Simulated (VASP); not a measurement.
# Li15H17 (a cell with a defect) in VASP: further runs, part 2 of 2

VASP 6.6.1.

**3. Single point, PBE, collinear spin**

The input, INCAR:

```
ALGO = Normal
EDIFF = 1E-7
ENCUT = 520
GGA = PE
ISIF = 2
ISMEAR = 0
ISPIN = 2
LASPH = T
LCHARG = F
LORBIT = 11
LREAL = Auto
LWAVE = F
MAGMOM = 0.143 0.143 0 0.143 0 0 0.143 0.143 0 0 0 0 0.143 0.143 0 0 0 0 0 0 0 0 0 0 0 0 0 0 0 0 0 0
NBANDS = 57
NELECT = 63.0
NELM = 150
PREC = Accurate
SIGMA = 0.01
```

The input, KPOINTS:

```
Automatic mesh
0
Gamma
  2 2 2
  0.5 0.5 0.5
```

The input, POSCAR:

```
Li15H17
1.0
    4.0071000521     -4.0071000521     -4.0071000521
   -4.0071000521      4.0071000521     -4.0071000521
    4.0071000521      4.0071000521      4.0071000521
H Li
17 15
Direct
    0.5000000000      0.2500000000      0.2500000000
    0.7701312426      0.2500000000      0.5201312426
    0.7500000000      0.0000000000      0.7500000000
    0.5000000000      0.5201312426      0.5201312426
    0.7500000000      0.7500000000      0.0000000000
    0.5000000000      0.2500000000      0.7500000000
    0.7701312426      0.5201312426      0.2500000000
    0.5000000000     -0.0201312426     -0.0201312426
    0.2500000000      0.7500000000      0.5000000000
    0.2500000000      0.5000000000      0.7500000000
    0.5000000000      0.7500000000      0.2500000000
    0.0000000000      0.0000000000      0.5000000000
    0.2298687574      0.2500000000     -0.0201312426
    0.2298687574     -0.0201312426      0.2500000000
    0.0000000000      0.7500000000      0.7500000000
    0.0000000000      0.5000000000      0.0000000000
    0.0000000000      0.2500000000      0.2500000000
    0.5000000000      0.0041314071      0.4958685929
    0.2541314071      0.4958685929      0.2500000000
    0.5000000000      0.7500000000      0.7500000000
    0.2541314071      0.2500000000      0.4958685929
    0.5000000000      0.4958685929      0.0041314071
    0.2541314071      0.0041314071      0.7582628143
    0.0000000000      0.7500000000      0.2500000000
   -0.0082628143      0.4958685929      0.4958685929
    0.2541314071      0.7582628143      0.0041314071
    0.7458685929      1.0041314071      0.2500000000
    0.0000000000      0.2500000000      0.7500000000
    0.0082628143      0.0041314071      0.0041314071
    0.7458685929      0.7417371857      0.4958685929
    0.7458685929      0.4958685929      0.7417371857
    0.7458685929      0.2500000000      0.0041314071
```

Potentials or basis: VASP PAW PBE potentials, release 64 (H, Li_sv).

Run with:

```
> cat potpaw_PBE.64/H/POTCAR potpaw_PBE.64/Li_sv/POTCAR > POTCAR
> mpirun -np 1 vasp_std > vasp.out
```

It took 100 s on 1 thread of Intel Xeon 6975P-C (Granite Rapids), shared host; peak memory 0.49 GiB.

The run converged. Its results:

* Free energy: -94.0860 eV
* Net moment: 1.00 μB per cell
* Site moments: H +0.31, +0.02, +0.00 (each value once); Li +0.00, +0.01 (each value once) μB
* Valence electrons inside the program's atomic spheres: H 0.42, 0.55 (each value once); Li 2.08, 2.10 (each value once)

Forces on the atoms (eV/Å):
```
H    0.000  0.000  0.000
H    0.003  0.000  0.000
H    0.000  0.000  0.000
H    0.000  0.003  0.000
H    0.000  0.000  0.000
H    0.000  0.000  0.000
H    0.000  0.000 -0.003
H    0.000 -0.003  0.000
H    0.000  0.000  0.000
H    0.000  0.000  0.000
H    0.000  0.000  0.000
H    0.000  0.000  0.000
H   -0.003  0.000  0.000
H    0.000  0.000  0.003
H    0.000  0.000  0.000
H    0.000  0.000  0.000
H    0.000  0.000  0.000
Li   0.000  0.000  0.000
Li   0.000  0.000  0.000
Li   0.000  0.000  0.000
Li   0.000  0.000  0.000
Li   0.000  0.000  0.000
Li   0.000  0.000  0.000
Li   0.000  0.000  0.000
Li   0.000  0.000  0.000
Li   0.000  0.000  0.000
Li   0.000  0.000  0.000
Li   0.000  0.000  0.000
Li   0.000  0.000  0.000
Li   0.000  0.000  0.000
Li   0.000  0.000  0.000
Li   0.000  0.000  0.000
```

Levels at points of the mesh, in eV from the Fermi level:
Spin up:
```
           k point  band 28  band 29  band 30  band 31  band 32  band 33  band 34  band 35  band 36  band 37
(0.25, 0.25, 0.25)    -2.81    -2.38    -2.38    -2.38    -0.33     4.23     4.23     4.23     4.35     4.35
```
Spin down:
```csv
k point,band 29,band 30,band 31,band 32,band 33,band 34
"(0.25, 0.25, 0.25)",-2.32,-2.32,-2.32,1.57,4.25,4.25
```

Caveat: the k points lie up to 0.55 Å⁻¹ apart; the cell carries a net charge on a neutralising background, which shifts energy and pressure; the cell is charged against a uniform background, so pressure and absolute levels hang on convention; the cutoff is under 1.25 times the usual one of these potentials, so pressure, stress and relaxed cells hold a basis-set (Pulay) error.

**4. Relaxation of the atoms, PBE**

The input, INCAR:

```
SYSTEM = Li15H17
PREC = Accurate
ENCUT = 520
EDIFF = 1E-7
ISMEAR = 0
SIGMA = 0.01
LREAL = Auto
LASPH = .TRUE.
NELM = 80
ALGO = Normal
ISIF = 2
LWAVE = .FALSE.
LCHARG = .FALSE.
GGA = PE
IBRION = 2
NSW = 65
EDIFFG = -0.025
```

KPOINTS is that of step 3.

The input, POSCAR:

```
Li15H17
1.0
    4.0071000521     -4.0071000521     -4.0071000521
   -4.0071000521      4.0071000521     -4.0071000521
    4.0071000521      4.0071000521      4.0071000521
H Li
17 15
Direct
    0.5000000000      0.2500000000      0.2500000000
    0.7500000000      0.2500000000      0.5000000000
    0.7500000000      0.0000000000      0.7500000000
    0.5000000000      0.5000000000      0.5000000000
    0.7500000000      0.7500000000      0.0000000000
    0.5000000000      0.2500000000      0.7500000000
    0.7500000000      0.5000000000      0.2500000000
    0.5000000000      0.0000000000      0.0000000000
    0.2500000000      0.7500000000      0.5000000000
    0.2500000000      0.5000000000      0.7500000000
    0.5000000000      0.7500000000      0.2500000000
    0.0000000000      0.0000000000      0.5000000000
    0.2500000000      0.2500000000      0.0000000000
    0.2500000000      0.0000000000      0.2500000000
    0.0000000000      0.7500000000      0.7500000000
    0.0000000000      0.5000000000      0.0000000000
    0.0000000000      0.2500000000      0.2500000000
    0.5000000000      0.0000000000      0.5000000000
    0.2500000000      0.5000000000      0.2500000000
    0.5000000000      0.7500000000      0.7500000000
    0.2500000000      0.2500000000      0.5000000000
    0.5000000000      0.5000000000      0.0000000000
    0.2500000000      0.0000000000      0.7500000000
    0.0000000000      0.7500000000      0.2500000000
    0.0000000000      0.5000000000      0.5000000000
    0.2500000000      0.7500000000      0.0000000000
    0.7500000000      1.0000000000      0.2500000000
    0.0000000000      0.2500000000      0.7500000000
    0.0000000000      0.0000000000      0.0000000000
    0.7500000000      0.7500000000      0.5000000000
    0.7500000000      0.5000000000      0.7500000000
    0.7500000000      0.2500000000      0.0000000000
```

Run with:

```
> cat potpaw_PBE.64/H/POTCAR potpaw_PBE.64/Li_sv/POTCAR > POTCAR
> mpirun -np 1 vasp_std > vasp.out
```

Run time: 2.5 min. Hardware: 1 thread of Intel Xeon 6975P-C (Granite Rapids), shared host; peak memory 0.41 GiB.

Results (log left out):

```yaml
Free_energy: -95.0671 eV
Energy_gained_by_relaxing: 0.7 meV/atom
Ionic_steps: 6
Largest_force_after_relaxing: 0.008 eV/Å
Band_gap_on_the_k_mesh: 1.34 eV
```

Forces on the atoms (eV/Å):
```
H    0.000  0.000  0.000
H   -0.008  0.000  0.000
H    0.000  0.000  0.000
H    0.000 -0.008  0.000
H    0.000  0.000  0.000
H    0.000  0.000  0.000
H    0.000  0.000  0.008
H    0.000  0.008  0.000
H    0.000  0.000  0.000
H    0.000  0.000  0.000
H    0.000  0.000  0.000
H    0.000  0.000  0.000
H    0.008  0.000  0.000
H    0.000  0.000 -0.008
H    0.000  0.000  0.000
H    0.000  0.000  0.000
H    0.000  0.000  0.000
Li   0.002  0.000  0.002
Li  -0.002  0.002  0.000
Li   0.000  0.000  0.000
Li   0.000  0.002  0.002
Li  -0.002  0.000 -0.002
Li  -0.002 -0.002  0.000
Li   0.000  0.000  0.000
Li   0.002  0.000 -0.002
Li   0.000 -0.002  0.002
Li   0.002 -0.002  0.000
Li   0.000  0.000  0.000
Li  -0.002  0.000  0.002
Li   0.000  0.002 -0.002
Li   0.002  0.002  0.000
Li   0.000 -0.002 -0.002
```

Step by step:
| step | energy change (eV) | largest force (eV/Å) | pressure (GPa) |
| --- | --- | --- | --- |
| 1 | 0.0000 | 0.1139 | -1.31 |
| 2 | -0.0070 | 0.0881 | -1.31 |
| 3 | -0.0184 | 0.0447 | -1.33 |
| 4 | -0.0189 | 0.0463 | -1.33 |
| 5 | -0.0199 | 0.0366 | -1.33 |
| 6 | -0.0216 | 0.0076 | -1.35 |

Final structure:
```xyz
32
Lattice="4.0071 -4.0071 -4.0071 -4.0071 4.0071 -4.0071 4.0071 4.0071 4.0071" Properties=species:S:1:pos:R:3 pbc="T T T"
H     2.0036    0.0000   -2.0036
H     3.9814    0.0000   -2.0036
H     6.0107    0.0000    0.0000
H     2.0036    1.9779   -2.0036
H     0.0000    0.0000   -6.0107
H     4.0071    2.0036    0.0000
H     2.0036    0.0000   -3.9814
H     2.0036   -1.9779   -2.0036
H     0.0000    4.0071   -2.0036
H     2.0036    4.0071    0.0000
H     0.0000    2.0036   -4.0071
H     2.0036    2.0036    2.0036
H     0.0257    0.0000   -2.0036
H     2.0036    0.0000   -0.0257
H     0.0000    6.0107    0.0000
H    -2.0036    2.0036   -2.0036
H     0.0000    2.0036    0.0000
Li    3.9877    0.0000   -0.0194
Li    0.0194    1.9842   -2.0036
Li    2.0036    4.0071   -2.0036
Li    2.0036    1.9842   -0.0194
Li    0.0194    0.0000   -3.9877
Li    4.0265    2.0229    2.0036
Li   -2.0036    4.0071   -2.0036
Li    3.9877    0.0000   -3.9877
Li   -2.0036    2.0229   -4.0265
Li    3.9877   -1.9842   -2.0036
Li    2.0036    4.0071    2.0036
Li    0.0194    0.0000   -0.0194
Li    2.0036    1.9842   -3.9877
Li    3.9877    1.9842   -2.0036
Li    2.0036   -1.9842   -3.9877
```

Levels at points of the mesh, in eV from the valence-band top:
| k point | band 29 | band 30 | band 31 | band 32 | band 33 | band 34 |
| --- | --- | --- | --- | --- | --- | --- |
| (0.25, 0.25, 0.25) | -1.48 | -1.48 | -1.48 | 1.34 | 5.46 | 5.46 |

Caveat: the k points lie up to 0.55 Å⁻¹ apart; the cutoff is under 1.25 times the usual one of these potentials, so pressure, stress and relaxed cells hold a basis-set (Pulay) error.
